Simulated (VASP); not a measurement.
# C (Fd-3m) in VASP: further runs

Runs on C. Level: PBE. Tasks: single point.

Everything below comes from runs of VASP 6.6.1. Logs are shortened: lines on timing, memory, paths and dates and some standing lists are left out, and cuts for length are marked.

**1. The cell of the first run**

Symmetry: Fd-3m, No. 227, cubic system. The conventional cell has a = 3.567 Å, b = 3.567 Å, c = 3.567 Å, α = 90.00°, β = 90.00°, γ = 90.00°. Within 2.1 Å of C (site symmetry -43m) lie 4 C at 1.54 Å.

**2. Single point, PBE**

Input file INCAR:

```
PREC = Accurate
ENCUT = 600
EDIFF = 1E-6
ISMEAR = -1
SIGMA = 0.01
LREAL = F
LASPH = T
NELM = 120
ALGO = Normal
ISIF = 2
LWAVE = F
LCHARG = F
GGA = PE
NBANDS = 11
GGA_COMPAT = F
```

Input file KPOINTS:

```
Automatic mesh
0
Gamma
  14 14 14
```

Input file POSCAR:

```
C
1.0
    0.0000000000      1.7833600000      1.7833600000
    1.7833600000      0.0000000000      1.7833600000
    1.7833600000      1.7833600000      0.0000000000
C
2
Direct
    0.5000000000      0.5000000000      0.5000000000
    0.7500000000      0.7500000000      0.7500000000
```

Potentials or basis: VASP PAW PBE potentials, release 64 (C).

On the command line:

```sh
$ cat potpaw_PBE.64/C/POTCAR > POTCAR
$ mpirun -np 1 vasp_std > vasp.out
```

OUTCAR:

```text
PREC = Accurate
   ENCUT = 600
   EDIFF = 1E-6
   ISMEAR = -1
   LREAL = F
   LASPH = T
   NELM = 120
   ISIF = 2
   GGA = PE

 ion  position               nearest neighbor table
   1  0.500  0.500  0.500-   2 1.54   2 1.54   2 1.54   2 1.54
   2  0.750  0.750  0.750-   1 1.54   1 1.54   1 1.54   1 1.54

  LATTYP: Found a face centered cubic cell.
 ALAT       =     3.5667200000

  Lattice vectors:

 A1 = (   0.0000000000,   1.7833600000,   1.7833600000)
 A2 = (   1.7833600000,   0.0000000000,   1.7833600000)
 A3 = (   1.7833600000,   1.7833600000,   0.0000000000)

Analysis of symmetry for initial positions (statically):
=====================================================================
 Subroutine PRICEL returns:
 Original cell was already a primitive cell.

 Routine SETGRP: Setting up the symmetry group for a
 face centered cubic supercell.

 Subroutine GETGRP returns: Found 48 space group operations
 (whereof 24 operations were pure point group operations)
 out of a pool of 48 trial point group operations.

The static configuration has the point symmetry T_d .
 The point group associated with its full space group is O_h .

Analysis of symmetry for dynamics (positions and initial velocities):
=====================================================================
 Subroutine PRICEL returns:
 Original cell was already a primitive cell.

 Routine SETGRP: Setting up the symmetry group for a
 face centered cubic supercell.

 Subroutine GETGRP returns: Found 48 space group operations
 (whereof 24 operations were pure point group operations)
 out of a pool of 48 trial point group operations.

The dynamic configuration has the point symmetry T_d .
 The point group associated with its full space group is O_h .

 Subroutine INISYM returns: Found 48 space group operations
 (whereof 24 operations are pure point group operations),
 and found     1 'primitive' translations

----------------------------------------------------------------------------------------

                                     Primitive cell

  volume of cell :      11.3435

  direct lattice vectors                    reciprocal lattice vectors
     0.000000000  1.783360000  1.783360000    -0.280369639  0.280369639  0.280369639
     1.783360000  0.000000000  1.783360000     0.280369639 -0.280369639  0.280369639
     1.783360000  1.783360000  0.000000000     0.280369639  0.280369639 -0.280369639

  length of vectors
     2.522051899  2.522051899  2.522051899     0.485614460  0.485614460  0.485614460

  position of ions in fractional coordinates (direct lattice)
     0.500000000  0.500000000  0.500000000
     0.750000000  0.750000000  0.750000000

  ion indices of the primitive-cell ions
   primitive index   ion index
                 1           1
                 2           2

----------------------------------------------------------------------------------------

 KPOINTS: Automatic mesh

Automatic generation of k-mesh.
 Grid dimensions read from file:
 generate k-points for:   14   14   14

 Generating k-lattice:

  Cartesian coordinates                     Fractional coordinates (reciprocal lattice)
    -0.020026403  0.020026403  0.020026403     0.071428571  0.000000000  0.000000000
     0.020026403 -0.020026403  0.020026403     0.000000000  0.071428571  0.000000000
     0.020026403  0.020026403 -0.020026403     0.000000000  0.000000000  0.071428571

  Length of vectors
     0.034686747  0.034686747  0.034686747

  Shift w.r.t. Gamma in fractional coordinates (k-lattice)
     0.000000000  0.000000000  0.000000000

 Subroutine IBZKPT returns following result:
 ===========================================

 Found    104 irreducible k-points:

 Following reciprocal coordinates:
            Coordinates               Weight
  0.000000  0.000000  0.000000      1.000000
  0.071429  0.000000  0.000000      8.000000
  0.142857  0.000000  0.000000      8.000000
  0.214286  0.000000  0.000000      8.000000
  0.285714  0.000000  0.000000      8.000000
  0.357143  0.000000  0.000000      8.000000
[... 16 lines left out ...]
  0.214286  0.142857  0.000000     24.000000
  0.285714  0.142857  0.000000     24.000000
 [... further k-points ...]
   k-points           NKPTS =    104   k-points in BZ     NKDIM =    104   number of bands    NBANDS=     11
   number of dos      NEDOS =    301   number of ions     NIONS =      2
   total plane-waves  NPLWV =   8000
   dimension x,y,z NGX =    20 NGY =   20 NGZ =   20
   dimension x,y,z NGXF=    40 NGYF=   40 NGZF=   40
   ions per type =               2
   NGX,Y,Z   is equivalent  to a cutoff of  13.18, 13.18, 13.18 a.u.
   NGXF,Y,Z  is equivalent  to a cutoff of  26.37, 26.37, 26.37 a.u.
 SYSTEM =  unknown system
   PREC   = accura    normal or accurate (medium, high low for compatibility)
   ISTART =      0    job   : 0-new  1-cont  2-samecut
   ICHARG =      2    charge: 1-file 2-atom 10-const
   ISPIN  =      1    spin polarized calculation?
   LNONCOLLINEAR =      F non collinear calculations
   LSORBIT =      F    spin-orbit coupling
   LASPH  =      T    aspherical Exc in radial PAW
   ENCUT  =  600.0 eV  44.10 Ry    6.64 a.u.   5.04  5.04  5.04*2*pi/ulx,y,z
   NELM   =    120;   NELMIN=  2; NELMDL= -5     # of ELM steps
   EDIFF  = 0.1E-05   stopping-criterion for ELM
   LREAL  =      F    real-space projection
   EDIFFG = 0.1E-04   stopping-criterion for IOM
   NSW    =      0    number of steps for IOM
   IBRION =     -1    ionic relax: 0-MD 1-quasi-New 2-CG
   NFREE  =      0    steps in history (QN), initial steepest desc. (CG)
   ISIF   =      2    stress and relaxation
   ISYM   =      2    0-nonsym 1-usesym 2-fastsym
   POTIM  = 0.5000    time-step for ionic-motion
   TEBEG  =    0.0;   TEEND  =   0.0 temperature during run
   PSTRESS=    0.0 pullay stress
   NELECT =       8.0000    total number of electrons
   NUPDOWN=      -1.0000    fix difference up-down
   EMIN   =  10.00;   EMAX   =-10.00  energy-range for DOS
   EFERMI =   0.00;   METHOD = LEGACY
   ISMEAR =    -1;   SIGMA  =   0.01  broadening in eV -4-tet -1-fermi 0-gaus
   EFERMI_NEDOS =   21; number of points for ismear=-14 and -15
   IALGO  =     38    algorithm
   IMIX   =      4    mixing-type and parameters
     AMIX     =   0.40;   BMIX     =  1.00
     AMIX_MAG =   1.60;   BMIX_MAG =  1.00
  volume/ion in A,a.u.               =       5.67        38.27
  Fermi-wavevector in a.u.,A,eV,Ry     =   1.457211  2.753730 28.891485  2.123464
  Thomas-Fermi vector in A             =   2.574039
   LORBIT       =      0    0 simple, 1 ext, 2 COOP (PROOUT), +10 PAW based schemes
   GGA     = PE    functional components
   LHFCALC =     F    Hartree Fock is set to
   AEXX    =    0.0000 exact exchange contribution
   IVDW    =     0    specifies the selected vdW correction
   LEPSILON=     F    determine dielectric tensor
   LRPA    =     F    only Hartree local field effects (RPA)
 non-spin polarized calculation
  energy-cutoff  :      600.00
  volume of cell :       11.34
 maximum number of plane-waves:       388
   NGX =  9   NGY =  9   NGZ =  9

 number of electron       7.9999999 magnetization

 Free energy of the ion-electron system (eV)
  ---------------------------------------------------
  ext. energy  EPLUGINS =         0.00000000
  ---------------------------------------------------
  free energy    TOTEN  =       -18.19006976 eV

  energy without entropy =      -18.19006976  energy(sigma->0) =      -18.19006976

 E-fermi :   9.9275     XC(G=0): -13.2508

 val. band max:        9.7287455767   @ k =   0.0000   0.0000   0.0000
 cond. band min:      13.8585341986   @ k =   0.3571   0.3571   0.0000
 fundamental gap:      4.1297886219
 Fermi energy:         9.9275077665

 k-point     1 :       0.0000    0.0000    0.0000
  band No.  band energies     occupation
      1     -11.7479      2.00000
      2       9.7287      2.00000
      3       9.7287      2.00000
      4       9.7287      2.00000
      5      15.3190      0.00000
      6      15.3190      0.00000
      7      15.3190      0.00000
      8      23.0604      0.00000
      9      29.0240      0.00000
     10      36.2651      0.00000
     11      36.2651      0.00000

 k-point     2 :       0.0714    0.0000    0.0000
  band No.  band energies     occupation
      1     -11.6068      2.00000
      2       8.7952      2.00000
      3       9.4856      2.00000
      4       9.4856      2.00000
      5      15.6371      0.00000
      6      15.6371      0.00000
      7      15.8752      0.00000
      8      23.1814      0.00000
      9      29.2640      0.00000
     10      34.4481      0.00000
     11      34.4481      0.00000

 k-point     3 :       0.1429    0.0000    0.0000
  band No.  band energies     occupation
      1     -11.1840      2.00000
      2       6.7516      2.00000
      3       8.9199      2.00000
      4       8.9199      2.00000
      5      16.3828      0.00000
      6      16.3828      0.00000
      7      16.8367      0.00000
      8      23.5363      0.00000
      9      29.8234      0.00000
     10      32.8898      0.00000
     11      32.8898      0.00000

 k-point     4 :       0.2143    0.0000    0.0000
  band No.  band energies     occupation
      1     -10.4841      2.00000
      2       4.3601      2.00000
      3       8.2809      2.00000
      4       8.2809      2.00000
      5      17.1858      0.00000
      6      17.1858      0.00000
      7      17.5990      0.00000
      8      24.0693      0.00000
      9      30.3074      0.00000
     10      32.1486      0.00000
     11      32.1486      0.00000
[... 239 lines left out ...]
 k-point    22 :       0.1429    0.1429    0.0000
  band No.  band energies     occupation
      1     -10.9964      2.00000
      2       7.6393      2.00000
      3       7.6393      2.00000
      4       8.0340      2.00000
      5      14.8042      0.00000
      6      18.0459      0.00000
      7      18.0459      0.00000
      8      22.8518      0.00000
      9      29.9747      0.00000
     10      30.2234      0.00000
     11      37.2197      0.00000

 k-point    23 :       0.2143    0.1429    0.0000
  band No.  band energies     occupation
      1     -10.4829      2.00000
      2       5.9188      2.00000
      3       6.9535      2.00000
      4       7.6975      2.00000
      5      14.9718      0.00000
      6      19.0112      0.00000
      7      19.0448      0.00000
      8      22.3642      0.00000
      9      29.6365      0.00000
     10      30.7864      0.00000
     11      36.4920      0.00000

 k-point    24 :       0.2857    0.1429    0.0000
  band No.  band energies     occupation
      1      -9.6968      2.00000
      2       3.7094      2.00000
      3       6.4111      2.00000
      4       7.1331      2.00000
      5      15.6448      0.00000
      6      19.7002      0.00000
      7      19.8000      0.00000
      8      22.1184      0.00000
      9      30.1058      0.00000
     10      31.1612      0.00000
     11      36.0022      0.00000

 [... further k-points ...]

------------------------ aborting loop because EDIFF is reached ----------------------------------------

  FORCE on cell =-STRESS in cart. coord.  units (eV):
  Direction    XX          YY          ZZ          XY          YZ          ZX
  --------------------------------------------------------------------------------------
  -------------------------------------------------------------------------------------
  Total        0.1263534      0.1263534      0.1263534      0.0000000      0.0000000      0.0000000
  in kB       17.8463996     17.8463996     17.8463996      0.0000000      0.0000000      0.0000000
  external PRESSURE =      17.8463996 kB  Pullay stress =       0.0000000 kB

 VOLUME and BASIS-vectors are now :
 -----------------------------------------------------------------------------
  energy-cutoff  :      600.00
  volume of cell :       11.34
      direct lattice vectors                 reciprocal lattice vectors
     0.000000000  1.783360000  1.783360000    -0.280369639  0.280369639  0.280369639
     1.783360000  0.000000000  1.783360000     0.280369639 -0.280369639  0.280369639
     1.783360000  1.783360000  0.000000000     0.280369639  0.280369639 -0.280369639

 POSITION                                       TOTAL-FORCE (eV/Angst)
 -----------------------------------------------------------------------------------
      1.78336      1.78336      1.78336        -0.000000     -0.000000     -0.000000
      2.67504      2.67504      2.67504         0.000000      0.000000      0.000000
 -----------------------------------------------------------------------------------
    total drift:                                0.000000     -0.000000      0.000000

  FREE ENERGIE OF THE ION-ELECTRON SYSTEM (eV)
  ---------------------------------------------------
  free  energy   TOTEN  =       -18.1900697571 eV

  energy  without entropy=      -18.1900697571  energy(sigma->0) =      -18.19006976
```

Wall time 5 s (1 thread of Intel Xeon 6975P-C (Granite Rapids), shared host); peak memory 0.12 GiB.

What came out:

* Free energy: -18.1901 eV
* Pressure: 1.8 GPa
* Band gap on the k mesh: 4.13 eV, indirect (least direct gap 5.59 eV)

Levels at points of the mesh, in eV from the valence-band top:
| k point | band 1 | band 2 | band 3 | band 4 | band 5 | band 6 | band 7 | band 8 | band 9 |
| --- | --- | --- | --- | --- | --- | --- | --- | --- | --- |
| (0.00, 0.00, 0.00) | -21.48 | 0.00 | 0.00 | 0.00 | 5.59 | 5.59 | 5.59 | 13.33 | 19.30 |
| (0.50, 0.00, 0.00) | -15.70 | -13.37 | -2.80 | -2.80 | 8.46 | 8.46 | 8.85 | 15.70 | 21.89 |
| (0.50, 0.50, 0.00) | -12.76 | -12.76 | -6.30 | -6.30 | 4.76 | 4.76 | 16.80 | 16.80 | 23.23 |

A k mesh can miss the band edges. PBE gaps usually lie below the measured ones, often by a third to a half.

**3. Single point, PBE**

Input file INCAR:

```
ALGO = Normal
EDIFF = 1E-6
ENCUT = 600
GGA = PE
GGA_COMPAT = False
ISIF = 2
ISMEAR = 0
LASPH = True
LCHARG = False
LREAL = False
LWAVE = False
NBANDS = 11
NELM = 120
PREC = Accurate
SIGMA = 0.01
```

Input file KPOINTS:

```
k-points
0
Gamma
  14 14 14
```

POSCAR is that of step 2.

Potentials or basis: VASP PAW PBE potentials, release 64 (C).

On the command line:

```sh
$ cat potpaw_PBE.64/C/POTCAR > POTCAR
$ mpirun -np 1 vasp_std > vasp.out
```

Run time: 5 s. Hardware: 1 thread of Intel Xeon 6975P-C (Granite Rapids), shared host; peak memory 0.12 GiB.

It converged, with:

- Free energy: -18.1901 eV
- Pressure: 1.8 GPa
- Band gap on the k mesh: 4.13 eV, indirect (least direct gap 5.59 eV)

Levels at points of the mesh, in eV from the valence-band top:
```tsv
k point	band 1	band 2	band 3	band 4	band 5	band 6	band 7	band 8
(0.00, 0.00, 0.00)	-21.48	0.00	0.00	0.00	5.59	5.59	5.59	13.33
(0.50, 0.00, 0.00)	-15.70	-13.37	-2.80	-2.80	8.46	8.46	8.85	15.70
(0.50, 0.50, 0.00)	-12.76	-12.76	-6.30	-6.30	4.76	4.76	16.80	16.80
```
